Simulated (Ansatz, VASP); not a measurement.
# One calculation of Al2H, two programs

```
Al H
1.0
    -1.39856    2.45004    3.16292
     1.39856   -2.45004    3.16292
     1.39856    2.45004   -3.16292
Al H
2 1
Direct
  0.73032 0.23032 0.50000
  0.26968 0.76968 0.50000
  0.00000 0.50000 0.50000
```

Change from the starting cell: the structure that the rattled CaC2 type (I4/mmm, No. 139) fell into.

Alike in both runs: functional PBE; k mesh 18 × 18 × 18; occupations gaussian, width 0.1 eV; no spin polarisation.

Ansatz relaxed the structure, and its values are those at the end. VASP's run is a single point on that final structure, the one shown.

```csv
,VASP,Ansatz
version,VASP 6.6.1,Ansatz 0.2.0
potentials or method,"VASP PAW PBE potentials, release 64 (Al, H), cutoff 520 eV","scalar-relativistic, plane waves, PAW"
valence electrons in the cell,7,7
```

```tsv
	VASP	Ansatz	Ansatz less VASP
gap on the k mesh at the Fermi level (eV)	none	none	-
pressure (GPa)	-0.1	0.0	+0.08
```

A gap of «none» marks a metal or a gap that the smearing closes. The functional is the same, so the differences come from potentials, cutoffs and numerics.
